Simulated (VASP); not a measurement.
# Al2Cu (I4/mmm) in VASP: a series of runs, part 2 of 2

VASP 6.6.1. Earlier steps stand in the parts before.

## (3) Single point, LDA

This run uses another cell than the first one, of 14.49 Å³/atom.

INCAR

```
SYSTEM = Al2Cu
ALGO     = Fast           ! electronic algorithm
EDIFF    = 1E-7           ! SCF threshold, eV
ENCUT    = 520            ! plane-wave cutoff, eV
ISIF     = 2              ! what is computed and relaxed
ISMEAR   = 0              ! smearing method
LASPH    = .True.         ! aspherical terms in the spheres
LCHARG   = .False.        ! write CHGCAR
LREAL    = .False.        ! projectors in reciprocal space
LWAVE    = .False.        ! write WAVECAR
NBANDS   = 16             ! bands
NELM     = 100            ! most SCF steps
PREC     = Accurate       ! precision mode
SIGMA    = 0.15           ! smearing width, eV
```

KPOINTS

```
k-points
0
Gamma
  14 14 14
  0 0 0
```

POSCAR

```
Al2Cu
1.0
   -1.9579079664      1.9579079664      2.8351068677
    1.9579079664     -1.9579079664      2.8351068677
    1.9579079664      1.9579079664     -2.8351068677
Al Cu
2 1
Direct
    0.7500000000      0.2500000000      0.5000000000
    0.2500000000      0.7500000000      0.5000000000
    0.5000000000      0.5000000000      0.0000000000
```

Potentials or basis: VASP PAW LDA potentials, release 64 (Al, Cu).

The run is started by

```
> cat potpaw_LDA.64/Al/POTCAR potpaw_LDA.64/Cu/POTCAR > POTCAR
> mpirun -np 1 vasp_std > vasp.out
```

OUTCAR:

```text
SYSTEM = Al2Cu
   EDIFF = 1E-7
   ENCUT = 520
   ISIF = 2
   ISMEAR = 0
   LASPH = .True.
   LREAL = .False.
   NELM = 100
   PREC = Accurate

 ion  position               nearest neighbor table
   1  0.750  0.250  0.500-   3 2.42   3 2.42   3 2.42   3 2.42   2 2.77   2 2.77   2 2.77   2 2.77
                             2 2.84   2 2.84
   2  0.250  0.750  0.500-   3 2.42   3 2.42   3 2.42   3 2.42   1 2.77   1 2.77   1 2.77   1 2.77
                             1 2.84   1 2.84
   3  0.500  0.500  0.000-   2 2.42   1 2.42   1 2.42   2 2.42   1 2.42   2 2.42   2 2.42   1 2.42

  LATTYP: Found a body centered tetragonal cell.
[... 656 lines left out ...]
  --------------------------------------------------------------------------------------
  -------------------------------------------------------------------------------------
  Total        1.8913085      1.8913085      1.1556881      0.0000000      0.0000000      0.0000000
  in kB       69.7042056     69.7042056     42.5929022      0.0000000      0.0000000      0.0000000
  external PRESSURE =      60.6671045 kB  Pullay stress =       0.0000000 kB

 VOLUME and BASIS-vectors are now :
 -----------------------------------------------------------------------------
  energy-cutoff  :      520.00
  volume of cell :       43.47
      direct lattice vectors                 reciprocal lattice vectors
    -1.957907966  1.957907966  2.835106868     0.000000000  0.255374619  0.176360195
     1.957907966 -1.957907966  2.835106868     0.255374619  0.000000000  0.176360195
     1.957907966  1.957907966 -2.835106868     0.255374619  0.255374619  0.000000000

 POSITION                                       TOTAL-FORCE (eV/Angst)
 -----------------------------------------------------------------------------------
      0.00000      1.95791      1.41755         0.000000     -0.000000     -0.000000
      1.95791      0.00000      1.41755        -0.000000     -0.000000      0.000000
      0.00000      0.00000      2.83511        -0.000000      0.000000     -0.000000
 -----------------------------------------------------------------------------------
    total drift:                                0.000000     -0.000000      0.000000

  FREE ENERGIE OF THE ION-ELECTRON SYSTEM (eV)
  ---------------------------------------------------
  free  energy   TOTEN  =       -13.6601284609 eV

  energy  without entropy=      -13.6505096792  energy(sigma->0) =      -13.65531907
```

OSZICAR:

```text
N       E                     dE             d eps       ncg     rms          rms(c)
DAV:   1     0.622466578301E+02    0.62247E+02   -0.69199E+03  7864   0.117E+03
DAV:   2    -0.134187409464E+02   -0.75665E+02   -0.67152E+02  8440   0.208E+02
[... 11 lines left out ...]
RMM:  14    -0.136601310423E+02   -0.28479E-04   -0.23257E-04 11482   0.154E-01    0.770E-02
RMM:  15    -0.136601286111E+02    0.24312E-05   -0.80566E-05 10947   0.855E-02    0.381E-02
RMM:  16    -0.136601299121E+02   -0.13010E-05   -0.82782E-06 11390   0.302E-02    0.398E-02
RMM:  17    -0.136601301606E+02   -0.24842E-06   -0.19654E-06 10361   0.107E-02    0.369E-02
RMM:  18    -0.136601289775E+02    0.11830E-05   -0.68825E-07  9329   0.118E-02    0.139E-02
RMM:  19    -0.136601284422E+02    0.53529E-06   -0.35528E-06 10894   0.283E-02    0.338E-03
RMM:  20    -0.136601284609E+02   -0.18664E-07   -0.10688E-07  5748   0.321E-03
   1 F= -.13660128E+02 E0= -.13655319E+02  d E =-.961878E-02
```

stdout:

```text
POSCAR found type information on POSCAR AlCu
 POSCAR found :  2 types and       3 ions
 scaLAPACK will be used
 LDA part: xc-table for (Slater(with rela. corr.)+CA(PZ))
 , standard interpolation
 POSCAR, INCAR and KPOINTS ok, starting setup
 FFT: planning ... GRIDC
 FFT: planning ... GRID_SOFT
 FFT: planning ... GRID
 WAVECAR not read
 entering main loop
WARNING in EDDRMM: call to ZHEGV failed, returncode =   6  3     16
WARNING in EDDRMM: call to ZHEGV failed, returncode =   6  3     13
WARNING in EDDRMM: call to ZHEGV failed, returncode =   8  4     16
```

It took 4.4 min on 1 thread of AMD EPYC 7R13 (Zen 3), shared host; peak memory 0.24 GiB.

What came out:

| Item | Value |
| --- | --- |
| Free energy | -13.6601 eV |
| Pressure | 6.1 GPa |
| Band gap on the k mesh | zero (an odd number of electrons rules out a gap without spin polarisation) |

Levels at points of the mesh, in eV from the Fermi level:
| k point | band 6 | band 7 | band 8 | band 9 | band 10 | band 11 | band 12 | band 13 |
| --- | --- | --- | --- | --- | --- | --- | --- | --- |
| (0.00, 0.00, 0.00) | -4.37 | 2.81 | 3.00 | 3.00 | 3.11 | 3.11 | 3.39 | 5.04 |
| (0.50, 0.00, 0.00) | -4.33 | -4.30 | 0.50 | 0.73 | 3.01 | 3.19 | 4.35 | 4.67 |
| (0.50, 0.50, 0.00) | -4.22 | -4.01 | -2.26 | -2.08 | 0.54 | 1.46 | 9.27 | 10.96 |
| (0.50, 0.50, 0.50) | -4.20 | -4.10 | -2.01 | -2.01 | 0.84 | 1.61 | 9.27 | 11.50 |

Caveat: the cell stands under pressure.

## (4) Single point, LDA

This run uses another cell than the first one, of 14.73 Å³/atom.

INCAR

```
SYSTEM = Al2Cu
ALGO = Fast ; EDIFF = 1E-6
ENCUT = 520 ; ISIF = 2
ISMEAR = 0 ; LASPH = .True.
LCHARG = .False. ; LREAL = .False.
LWAVE = .False. ; NBANDS = 16
NELM = 100 ; PREC = Accurate
SIGMA = 0.15
```

KPOINTS is that of step 3.

POSCAR

```
Al2Cu
1.0
   -1.9579079664      1.9579079664      2.8823500000
    1.9579079664     -1.9579079664      2.8823500000
    1.9579079664      1.9579079664     -2.8823500000
Al Cu
2 1
Direct
    0.7500000000      0.2500000000      0.5000000000
    0.2500000000      0.7500000000      0.5000000000
    0.5000000000      0.5000000000      0.0000000000
```

The run is started by

```
> cat potpaw_LDA.64/Al/POTCAR potpaw_LDA.64/Cu/POTCAR > POTCAR
> mpirun -np 1 vasp_std > vasp.out
```

It took 3.2 min on 1 thread of AMD EPYC 7R13 (Zen 3), shared host; peak memory 0.25 GiB.

The run converged. Its results:

```
Free energy            : -13.6728 eV
Pressure               : 4.2 GPa
Band gap on the k mesh : zero (an odd number of electrons rules out a gap without spin polarisation)
```

Stress tensor (GPa, compression positive):
```
5.69 0.00 0.00
0.00 5.69 0.00
0.00 0.00 1.31
```

Levels at points of the mesh, in eV from the Fermi level:
| k point | band 7 | band 8 | band 9 | band 10 | band 11 | band 12 |
| --- | --- | --- | --- | --- | --- | --- |
| (0.00, 0.00, 0.00) | 2.72 | 3.00 | 3.00 | 3.04 | 3.04 | 3.46 |
| (0.50, 0.00, 0.00) | -4.22 | 0.41 | 0.80 | 2.86 | 3.20 | 4.30 |
| (0.50, 0.50, 0.00) | -3.94 | -2.33 | -2.03 | 0.40 | 1.44 | 9.20 |
| (0.50, 0.50, 0.50) | -4.09 | -1.90 | -1.90 | 0.91 | 1.68 | 9.22 |

Caveat: the cell stands under pressure.

## (5) Summary

| cell | further INCAR settings | gap on the mesh (eV) | pressure (GPa) |
| --- | --- | --- | --- |
| a = 3.929 Å, angles 120.2, 120.2, 89.6°, 3 atoms | ALGO = Fast; EDIFF = 1e-06; NBANDS = 16 | none | 8.9 |
| a = 3.963 Å, angles 120.8, 120.8, 88.6°, 3 atoms | ALGO = Fast; EDIFF = 1e-07; NBANDS = 16 | none | 6.1 |
| a = 3.997 Å, angles 121.3, 121.3, 87.7°, 3 atoms | ALGO = Fast; EDIFF = 1e-06; NBANDS = 16 | none | 4.2 |

Alike in all rows: task single point; level LDA; potentials or basis VASP PAW LDA potentials, release 64 (Al, Cu); no spin polarisation; k mesh 14 × 14 × 14; cutoff (eV) 520; smearing gaussian 0.15 eV.

Caveats: the cell stands under pressure.

Absolute energies hang on the potentials; compare differences alone.
